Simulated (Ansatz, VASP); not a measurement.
**La: VASP beside Ansatz**

```xyz
1
Lattice="3.3305 0.0000 0.0000 0.0000 3.3305 0.0000 0.0000 0.0000 3.3305" Properties=species:S:1:pos:R:3 pbc="T T T"
La    0.0000    0.0000    0.0000
```

Alike in both runs: functional PBE; k mesh 12 × 12 × 12; occupations fermi-dirac, width 0.08 eV; no spin polarisation.

Ansatz relaxed the structure, and its values are those at the end. VASP's run is a single point on that final structure, the one shown.

```csv
,VASP,Ansatz
version,VASP 6.6.1,Ansatz 0.2.0
potentials or method,"VASP PAW PBE potentials, release 64 (La)","PAW with Ansatz's default frozen-core files, scalar-relativistic"
plane-wave cutoff (eV),500,420
valence electrons in the cell,11,11
```

```csv
,VASP,Ansatz,Ansatz less VASP
pressure (GPa),0.0,0.0,-0.03
```

The functional is the same, so the differences come from potentials, cutoffs and numerics.

Neither program's run includes spin-orbit coupling.
